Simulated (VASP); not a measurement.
A run of VASP 6.6.1:

The input INCAR:

```
SYSTEM = Na3Sc
ALGO = Fast ; EDIFF = 1E-6
ENCUT = 520 ; GGA = PE
ISIF = 2 ; ISMEAR = 0
LASPH = .True. ; LCHARG = .False.
LREAL = .False. ; LWAVE = .False.
NBANDS = 24 ; NELM = 100
PREC = Accurate ; SIGMA = 0.1
```

KPOINTS

```
k-points
0
Gamma
  10 10 10
  0 0 0
```

File POSCAR:

```
Na3Sc
1.0
    5.0295913043      0.0000000000      0.0000000000
    0.0000000000      5.0295913043      0.0000000000
    0.0000000000      0.0000000000      5.0295913043
Na Sc
3 1
Direct
    0.0000000000      0.5000000000      0.5000000000
    0.5000000000      0.0000000000      0.5000000000
    0.5000000000      0.5000000000      0.0000000000
    0.0000000000      0.0000000000      0.0000000000
```

Potentials or basis: VASP PAW PBE potentials, release 64 (Na_pv, Sc_sv).

The run is started by

```bash
$ cat potpaw_PBE.64/Na_pv/POTCAR potpaw_PBE.64/Sc_sv/POTCAR > POTCAR
$ mpirun -np 1 vasp_std > vasp.out
```

Hardware: 1 thread of Oxide Virtual Turin-like Processor (shared host).

Problem. Estimate the wall time of this run.

Solution. Run time: 5.1 min on 1 thread of Oxide Virtual Turin-like Processor, with other jobs on the host, peak memory 0.3 GiB. Counts: scf iterations 15, k points 56.
